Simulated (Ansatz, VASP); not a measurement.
LaB6: VASP beside Ansatz

```xyz
7
Lattice="4.0774 0.0000 0.0000 0.0000 4.0774 0.0000 0.0000 0.0000 4.0774" Properties=species:S:1:pos:R:3 pbc="T T T"
La    0.0000    0.0000    0.0000
B     0.8119    2.0387    2.0387
B     3.2654    2.0387    2.0387
B     2.0387    2.0387    0.8119
B     2.0387    2.0387    3.2654
B     2.0387    0.8119    2.0387
B     2.0387    3.2654    2.0387
```

Alike in both runs: functional PBE; k mesh 8 × 8 × 8; occupations gaussian, width 0.05 eV; no spin polarisation.

Ansatz relaxed the structure, and its values are those at the end. VASP's run is a single point on that final structure, the one shown.

```csv
,VASP,Ansatz
version,VASP 6.6.1,Ansatz 0.2.0
potentials or method,"VASP PAW PBE potentials, release 64 (La, B), cutoff 520 eV","scalar-relativistic, plane waves, PAW"
valence electrons in the cell,29,29
```

```tsv
	VASP	Ansatz	Ansatz less VASP
gap on the k mesh at the Fermi level (eV)	none	none	-
pressure (GPa)	10.8	10.9	+0.08
rms of the force components (eV/Å)	0.011	0.000	-0.0105
```

A gap of «none» marks a metal or a gap that the smearing closes. With one functional, cell and mesh, what is left measures potentials, basis and numerics. Ansatz's warnings: stress scf threshold loose.

Neither program's run includes spin-orbit coupling.
